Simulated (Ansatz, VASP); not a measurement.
# Two plane-wave programs on Os

```
Os
1.0
     2.74613    0.00000    0.00000
    -1.37307    2.37822    0.00000
     0.00000    0.00000    4.32631
Os
2
Cartesian
  0.0000 1.5855 1.0816
  1.3731 0.7927 3.2447
```

Alike in both runs: task relaxation of cell and atoms; functional PBE; k mesh 18 × 18 × 10; occupations gaussian, width 0.1 eV; no spin polarisation.

|  | VASP | Ansatz |
| --- | --- | --- |
| version | VASP 6.6.1 | Ansatz 0.2.0 |
| potentials or method | VASP PAW PBE potentials, release 64 (Os), cutoff 600 eV | scalar-relativistic, plane waves, PAW |
| valence electrons in the cell | 16 | 32 |

Ansatz gave:

* gap on the k mesh at the Fermi level, each at its own relaxed structure (eV): none
* relaxed volume (Å³/atom): 14.28
* relaxed cell length with the largest relative difference (Å): 4.351

**Question.** Which values does VASP return?

**Answer.** gap on the k mesh at the Fermi level, each at its own relaxed structure (eV): none; relaxed volume (Å³/atom): 14.28; relaxed cell length with the largest relative difference (Å): 4.350.

A gap of «none» marks a metal or a gap that the smearing closes. VASP's potentials hold 16 valence electrons a cell and Ansatz's 32, so a difference there can come from the potentials and not from the codes.

Neither program's run includes spin-orbit coupling.
